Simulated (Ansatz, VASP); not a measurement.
NiO2: VASP beside Ansatz

The input INCAR:

```
ALGO = Normal ; EDIFF = 1E-6
ENCUT = 520 ; GGA = PS
ISIF = 2 ; ISMEAR = 0
LASPH = True ; LCHARG = False
LREAL = False ; LWAVE = False
NBANDS = 18 ; NELM = 60
PREC = Accurate ; SIGMA = 0.05
```

File KPOINTS:

```
k-points
0
Gamma
  12 12 6
```

The input POSCAR:

```
NiO2
1.0
    2.7656549825      0.0000000000      0.0000000000
   -1.3828274913      2.3951274729      0.0000000000
    0.0000000000      0.0000000000      5.0387468126
Ni O
1 2
Direct
    0.0000000000      0.0000000000      0.5000000000
    0.6666666667      0.3333333333      0.7127976082
    0.3333333333      0.6666666667      0.2872023918
```

Input for Ansatz:

```yaml
crystal:
  lattice:
    - [2.7656549825, 0.0, 0.0]
    - [-1.3828274913, 2.3951274729, 0.0]
    - [0.0, 0.0, 5.0387468126]
  atoms:
    - { symbol: Ni, position: [0.0, 0.0, 0.5] }
    - { symbol: O, position: [0.6666666667, 0.3333333333, 0.7127976082] }
    - { symbol: O, position: [0.3333333333, 0.6666666667, 0.2872023918] }
basis:
  ecutwfc: 520.0
kpoints:
  mp_grid: { grid: [12, 12, 6] }
hamiltonian:
  xc: pbesol
scf:
  occupations: { method: gaussian, width: 0.05 }
output:
  forces: true
  stress: true
  eigenvalues: true
```

Alike in both runs: task single point; functional PBEsol; k mesh 12 × 12 × 6; occupations gaussian, width 0.05 eV; no spin polarisation.

|  | VASP | Ansatz |
| --- | --- | --- |
| version | VASP 6.6.1 | Ansatz 0.2.0 |
| potentials or method | VASP PAW PBE potentials, release 64 (Ni, O), cutoff 520 eV | scalar-relativistic, plane waves, PAW |
| valence electrons in the cell | 22 | 30 |

VASP gave:

* gap on the k mesh at the Fermi level (eV): 0.95
* least direct gap on the mesh (eV): 1.04
* pressure (GPa): -13.5
* traceless stress, the component that is largest in VASP (GPa): -8.59
* rms of the force components (eV/Å): 1.001

Task: Estimate Ansatz's values.

Result: gap on the k mesh at the Fermi level (eV): 0.97; least direct gap on the mesh (eV): 1.06; pressure (GPa): -14.0; traceless stress, the component that is largest in VASP (GPa): -8.61; rms of the force components (eV/Å): 1.038.

VASP's potentials were made for PBE, not for PBEsol. Atom by atom the forces differ by 0.037 eV/Å (rms over components). VASP's potentials hold 22 valence electrons a cell and Ansatz's 30, so a difference there can come from the potentials and not from the codes.
